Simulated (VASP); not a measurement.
# Ni (Im-3m) in VASP: a series of runs

Runs on Ni. Level: PBE. Tasks: single point.

All numbers are computed with VASP 6.6.1; they aren't measurements. Logs are shortened: lines on timing, memory, paths and dates and some standing lists are left out, and cuts for length are marked.

## 1. The cell of the first run

Symmetry: Im-3m, No. 229, cubic system. The conventional cell has a = 2.830 Å, b = 2.830 Å, c = 2.830 Å, α = 90.00°, β = 90.00°, γ = 90.00°. Within 3.2 Å of Ni (site symmetry m-3m) lie 14 Ni at 2.45 to 2.83 Å.

This isn't the form of Ni at room conditions, which is fcc.

## 2. Single point, PBE

The input, INCAR:

```
ALGO     = Normal         # electronic algorithm
EDIFF    = 1E-6           # SCF threshold, eV
ENCUT    = 520            # plane-wave cutoff, eV
GGA      = PE             # functional
ISIF     = 2              # what is computed and relaxed
ISMEAR   = -1             # smearing method
LASPH    = True           # aspherical terms in the spheres
LCHARG   = False          # write CHGCAR
LREAL    = False          # projectors in reciprocal space
LWAVE    = False          # write WAVECAR
NBANDS   = 11             # bands
NELM     = 60             # most SCF steps
PREC     = Accurate       # precision mode
SIGMA    = 0.06122561905347299 # smearing width, eV
```

The input, KPOINTS:

```
k-points
0
Gamma
  55 55 55
```

The input, POSCAR:

```
Ni
1.0
   -1.4151616725      1.4151616725      1.4151616725
    1.4151616725     -1.4151616725      1.4151616725
    1.4151616725      1.4151616725     -1.4151616725
Ni
1
Direct
    0.0000000000      0.0000000000      0.0000000000
```

Potentials or basis: VASP PAW PBE potentials, release 64 (Ni).

Launch:

```
$ cat potpaw_PBE.64/Ni/POTCAR > POTCAR
$ mpirun -np 1 vasp_std > vasp.out
```

OUTCAR:

```text
EDIFF = 1E-6
   ENCUT = 520
   GGA = PE
   ISIF = 2
   ISMEAR = -1
   LASPH = True
   LREAL = False
   NELM = 60
   PREC = Accurate

 ion  position               nearest neighbor table
   1  0.000  0.000  0.000-

  LATTYP: Found a body centered cubic cell.
 ALAT       =     2.8303233450

  Lattice vectors:

 A1 = (  -1.4151616725,   1.4151616725,   1.4151616725)
 A2 = (   1.4151616725,  -1.4151616725,   1.4151616725)
 A3 = (   1.4151616725,   1.4151616725,  -1.4151616725)

Analysis of symmetry for initial positions (statically):
=====================================================================
 Subroutine PRICEL returns:
 Original cell was already a primitive cell.

 Routine SETGRP: Setting up the symmetry group for a
 body centered cubic supercell.

 Subroutine GETGRP returns: Found 48 space group operations
 (whereof 48 operations were pure point group operations)
 out of a pool of 48 trial point group operations.

The static configuration has the point symmetry O_h .

Analysis of symmetry for dynamics (positions and initial velocities):
=====================================================================
 Subroutine PRICEL returns:
 Original cell was already a primitive cell.

 Routine SETGRP: Setting up the symmetry group for a
 body centered cubic supercell.

 Subroutine GETGRP returns: Found 48 space group operations
 (whereof 48 operations were pure point group operations)
 out of a pool of 48 trial point group operations.

The dynamic configuration has the point symmetry O_h .

 Subroutine INISYM returns: Found 48 space group operations
 (whereof 48 operations are pure point group operations),
 and found     1 'primitive' translations

----------------------------------------------------------------------------------------

                                     Primitive cell

  volume of cell :      11.3365

  direct lattice vectors                    reciprocal lattice vectors
    -1.415161673  1.415161673  1.415161673     0.000000000  0.353316522  0.353316522
     1.415161673 -1.415161673  1.415161673     0.353316522  0.000000000  0.353316522
     1.415161673  1.415161673 -1.415161673     0.353316522  0.353316522  0.000000000

  length of vectors
     2.451131918  2.451131918  2.451131918     0.499665017  0.499665017  0.499665017

  position of ions in fractional coordinates (direct lattice)
     0.000000000  0.000000000  0.000000000

  ion indices of the primitive-cell ions
   primitive index   ion index
                 1           1

----------------------------------------------------------------------------------------

 KPOINTS: k-points

Automatic generation of k-mesh.
 Grid dimensions read from file:
 generate k-points for:   55   55   55

 Generating k-lattice:

  Cartesian coordinates                     Fractional coordinates (reciprocal lattice)
     0.000000000  0.006423937  0.006423937     0.018181818  0.000000000  0.000000000
     0.006423937  0.000000000  0.006423937     0.000000000  0.018181818  0.000000000
     0.006423937  0.006423937  0.000000000     0.000000000  0.000000000  0.018181818

  Length of vectors
     0.009084818  0.009084818  0.009084818

  Shift w.r.t. Gamma in fractional coordinates (k-lattice)
     0.000000000  0.000000000  0.000000000

 Subroutine IBZKPT returns following result:
 ===========================================

 Found   4060 irreducible k-points:

 Following reciprocal coordinates:
            Coordinates               Weight
  0.000000  0.000000  0.000000      1.000000
  0.018182  0.000000  0.000000     12.000000
  0.036364  0.000000  0.000000     12.000000
  0.054545  0.000000  0.000000     12.000000
  0.072727  0.000000  0.000000     12.000000
  0.090909  0.000000  0.000000     12.000000
[... 16 lines left out ...]
  0.400000  0.000000  0.000000     12.000000
  0.418182  0.000000  0.000000     12.000000
 [... further k-points ...]
   k-points           NKPTS =   4060   k-points in BZ     NKDIM =   4060   number of bands    NBANDS=     11
   number of dos      NEDOS =    301   number of ions     NIONS =      1
   total plane-waves  NPLWV =   5832
   dimension x,y,z NGX =    18 NGY =   18 NGZ =   18
   dimension x,y,z NGXF=    36 NGYF=   36 NGZF=   36
   ions per type =               1
   NGX,Y,Z   is equivalent  to a cutoff of  12.21, 12.21, 12.21 a.u.
   NGXF,Y,Z  is equivalent  to a cutoff of  24.42, 24.42, 24.42 a.u.
 SYSTEM =  unknown system
   PREC   = accura    normal or accurate (medium, high low for compatibility)
   ISTART =      0    job   : 0-new  1-cont  2-samecut
   ICHARG =      2    charge: 1-file 2-atom 10-const
   ISPIN  =      1    spin polarized calculation?
   LNONCOLLINEAR =      F non collinear calculations
   LSORBIT =      F    spin-orbit coupling
   LASPH  =      T    aspherical Exc in radial PAW
   ENCUT  =  520.0 eV  38.22 Ry    6.18 a.u.   4.56  4.56  4.56*2*pi/ulx,y,z
   NELM   =     60;   NELMIN=  2; NELMDL= -5     # of ELM steps
   EDIFF  = 0.1E-05   stopping-criterion for ELM
   LREAL  =      F    real-space projection
   EDIFFG = 0.1E-04   stopping-criterion for IOM
   NSW    =      0    number of steps for IOM
   IBRION =     -1    ionic relax: 0-MD 1-quasi-New 2-CG
   NFREE  =      0    steps in history (QN), initial steepest desc. (CG)
   ISIF   =      2    stress and relaxation
   ISYM   =      2    0-nonsym 1-usesym 2-fastsym
   POTIM  = 0.5000    time-step for ionic-motion
   TEBEG  =    0.0;   TEEND  =   0.0 temperature during run
   PSTRESS=    0.0 pullay stress
   NELECT =      10.0000    total number of electrons
   NUPDOWN=      -1.0000    fix difference up-down
   EMIN   =  10.00;   EMAX   =-10.00  energy-range for DOS
   EFERMI =   0.00;   METHOD = LEGACY
   ISMEAR =    -1;   SIGMA  =   0.06  broadening in eV -4-tet -1-fermi 0-gaus
   EFERMI_NEDOS =   21; number of points for ismear=-14 and -15
   IALGO  =     38    algorithm
   IMIX   =      4    mixing-type and parameters
     AMIX     =   0.40;   BMIX     =  1.00
     AMIX_MAG =   1.60;   BMIX_MAG =  1.00
  volume/ion in A,a.u.               =      11.34        76.50
  Fermi-wavevector in a.u.,A,eV,Ry     =   1.570057  2.966978 33.539439  2.465079
  Thomas-Fermi vector in A             =   2.671847
   LORBIT       =      0    0 simple, 1 ext, 2 COOP (PROOUT), +10 PAW based schemes
   GGA     = PE    functional components
   LHFCALC =     F    Hartree Fock is set to
   AEXX    =    0.0000 exact exchange contribution
   IVDW    =     0    specifies the selected vdW correction
   LEPSILON=     F    determine dielectric tensor
   LRPA    =     F    only Hartree local field effects (RPA)
 non-spin polarized calculation
  energy-cutoff  :      520.00
  volume of cell :       11.34
 maximum number of plane-waves:       321
   NGX =  9   NGY =  9   NGZ =  9

 number of electron      10.0000000 magnetization

 number of electron       9.9999989 magnetization

 Free energy of the ion-electron system (eV)
  ---------------------------------------------------
  ext. energy  EPLUGINS =         0.00000000
  ---------------------------------------------------
  free energy    TOTEN  =        -5.36260718 eV

  energy without entropy =       -5.33549880  energy(sigma->0) =       -5.34905299

 E-fermi :   8.5987     XC(G=0): -13.0099

 val. band max:        8.5986326424   @ k =  -0.4545  -0.4909   0.3818
 cond. band min:       8.5989009239   @ k =  -0.4182  -0.4364   0.1636
 fundamental gap:      0.0002682815
 Fermi energy:         8.5987168277

 k-point     1 :       0.0000    0.0000    0.0000
  band No.  band energies     occupation
      1       0.0676      2.00000
      2       6.8246      2.00000
      3       6.8246      2.00000
      4       6.8246      2.00000
      5       8.0766      1.99960
      6       8.0766      1.99960
      7      34.6606      0.00000
      8      34.6606      0.00000
      9      34.6606      0.00000
     10      39.3022      0.00000
     11      39.3022      0.00000

 k-point     2 :       0.0182    0.0000    0.0000
  band No.  band energies     occupation
      1       0.0809      2.00000
      2       6.8215      2.00000
      3       6.8244      2.00000
      4       6.8306      2.00000
      5       8.0734      1.99962
      6       8.0769      1.99960
      7      34.5321      0.00000
      8      34.6364      0.00000
      9      34.6390      0.00000
     10      39.0028      0.00000
     11      39.2234      0.00000

 k-point     3 :       0.0364    0.0000    0.0000
  band No.  band energies     occupation
      1       0.1209      2.00000
      2       6.8124      2.00000
      3       6.8238      2.00000
      4       6.8484      2.00000
      5       8.0641      1.99968
      6       8.0775      1.99960
      7      34.1653      0.00000
      8      34.5598      0.00000
      9      34.5764      0.00000
     10      38.5690      0.00000
     11      38.8348      0.00000

 k-point     4 :       0.0545    0.0000    0.0000
  band No.  band energies     occupation
      1       0.1873      2.00000
      2       6.7974      2.00000
      3       6.8225      2.00000
      4       6.8781      2.00000
      5       8.0491      1.99975
      6       8.0787      1.99959
      7      33.6054      0.00000
      8      34.4206      0.00000
      9      34.4780      0.00000
     10      38.2018      0.00000
     11      38.3447      0.00000

 k-point     5 :       0.0727    0.0000    0.0000
  band No.  band energies     occupation
      1       0.2799      2.00000
      2       6.7767      2.00000
      3       6.8202      2.00000
      4       6.9192      2.00000
      5       8.0295      1.99982
      6       8.0804      1.99958
      7      32.9032      0.00000
      8      34.2088      0.00000
      9      34.3512      0.00000
     10      37.6775      0.00000
     11      37.9166      0.00000
[... 211 lines left out ...]
 k-point    21 :       0.3636    0.0000    0.0000
  band No.  band energies     occupation
      1       4.0059      2.00000
      2       6.0853      2.00000
      3       7.2247      2.00000
      4       7.9889      1.99991
      5       8.1863      1.99763
      6       8.5441      1.41860
      7      18.6627      0.00000
      8      28.2847      0.00000
      9      29.3741      0.00000
     10      32.1926      0.00000
     11      35.2959      0.00000

 k-point    22 :       0.3818    0.0000    0.0000
  band No.  band energies     occupation
      1       4.1593      2.00000
      2       6.0504      2.00000
      3       7.4557      2.00000
      4       8.0162      1.99985
      5       8.1946      1.99728
      6       8.6427      0.65572
      7      17.9194      0.00000
      8      28.0655      0.00000
      9      29.0832      0.00000
     10      32.1281      0.00000
     11      35.2812      0.00000

 k-point    23 :       0.4000    0.0000    0.0000
  band No.  band energies     occupation
      1       4.2748      2.00000
      2       6.0197      2.00000
      3       7.7081      2.00000
      4       8.0590      1.99970
      5       8.2021      1.99693
      6       8.7311      0.20650
      7      17.2233      0.00000
      8      27.8761      0.00000
      9      28.8299      0.00000
     10      32.0731      0.00000
     11      35.2724      0.00000

 k-point    24 :       0.4182    0.0000    0.0000
  band No.  band energies     occupation
      1       4.3579      2.00000
      2       5.9936      2.00000
      3       7.9077      1.99997
      4       8.1748      1.99803
      5       8.2087      1.99658
      6       8.8076      0.06382
      7      16.5864      0.00000
      8      27.7173      0.00000
      9      28.6158      0.00000
     10      32.0275      0.00000
     11      35.2679      0.00000

 [... further k-points ...]

------------------------ aborting loop because EDIFF is reached ----------------------------------------

  FORCE on cell =-STRESS in cart. coord.  units (eV):
  Direction    XX          YY          ZZ          XY          YZ          ZX
  --------------------------------------------------------------------------------------
  -------------------------------------------------------------------------------------
  Total       -0.4970179     -0.4970179     -0.4970179      0.0000000      0.0000000      0.0000000
  in kB      -70.2432260    -70.2432260    -70.2432260      0.0000000      0.0000000      0.0000000
  external PRESSURE =     -70.2432260 kB  Pullay stress =       0.0000000 kB

 VOLUME and BASIS-vectors are now :
 -----------------------------------------------------------------------------
  energy-cutoff  :      520.00
  volume of cell :       11.34
      direct lattice vectors                 reciprocal lattice vectors
    -1.415161673  1.415161673  1.415161673     0.000000000  0.353316522  0.353316522
     1.415161673 -1.415161673  1.415161673     0.353316522  0.000000000  0.353316522
     1.415161673  1.415161673 -1.415161673     0.353316522  0.353316522  0.000000000

 POSITION                                       TOTAL-FORCE (eV/Angst)
 -----------------------------------------------------------------------------------
      0.00000      0.00000      0.00000         0.000000      0.000000      0.000000
 -----------------------------------------------------------------------------------
    total drift:                                0.000000      0.000000      0.000000

  FREE ENERGIE OF THE ION-ELECTRON SYSTEM (eV)
  ---------------------------------------------------
  free  energy   TOTEN  =        -5.3626071812 eV

  energy  without entropy=       -5.3354988003  energy(sigma->0) =       -5.34905299
```

It took 4.7 min on 1 thread of Intel Xeon Platinum 8259CL at 2.50GHz (Skylake/Cascade Lake), shared host; peak memory 0.59 GiB.

Results:

| Item | Value |
| --- | --- |
| Free energy | -5.3626 eV |
| Pressure | -7.0 GPa |
| Band gap on the k mesh | zero (bands 5 and 6 overlap by 0.96 eV) |

Caveat: the cell stands under tension; the run has no spin polarisation, though such a crystal can be magnetic.

## 3. Single point, PBE

This run uses another cell than the first one, of 11.55 Å³/atom.

The input, INCAR:

```
SYSTEM = Ni
ALGO = Normal
EDIFF = 1E-6
ENCUT = 520
GGA = PE
ISIF = 2
ISMEAR = -1
LASPH = .TRUE.
LCHARG = .FALSE.
LREAL = .FALSE.
LWAVE = .FALSE.
NBANDS = 11
NELM = 60
PREC = Accurate
SIGMA = 0.06122561905347299
```

The input, KPOINTS:

```
k-points
0
G
  55 55 55
  0 0 0
```

The input, POSCAR:

```
Ni
1.0
   -1.4241756841      1.4241756841      1.4241756841
    1.4241756841     -1.4241756841      1.4241756841
    1.4241756841      1.4241756841     -1.4241756841
Ni
1
Direct
    0.0000000000      0.0000000000      0.0000000000
```

Potentials or basis: VASP PAW PBE potentials, release 64 (Ni).

Launch:

```
$ cat potpaw_PBE.64/Ni/POTCAR > POTCAR
$ mpirun -np 1 vasp_std > vasp.out
```

Wall time 4.8 min (1 thread of Intel Xeon Platinum 8259CL at 2.50GHz (Skylake/Cascade Lake), shared host); peak memory 0.59 GiB.

It converged, with:

- Free energy: -5.3510 eV
- Pressure: -9.9 GPa
- Band gap on the k mesh: zero (bands 5 and 6 overlap by 0.93 eV)

Levels at points of the mesh, in eV from the Fermi level:
```csv
k point,band 1,band 2,band 3,band 4,band 5,band 6,band 7,band 8,band 9,band 10
"(0.00, 0.00, 0.00)",-8.40,-1.73,-1.73,-1.73,-0.51,-0.51,25.86,25.86,25.86,30.39
```

Caveat: the cell stands under tension; the run has no spin polarisation, though such a crystal can be magnetic. Spin polarisation is off, so any magnetic state and its effect on volume and gap are missing.
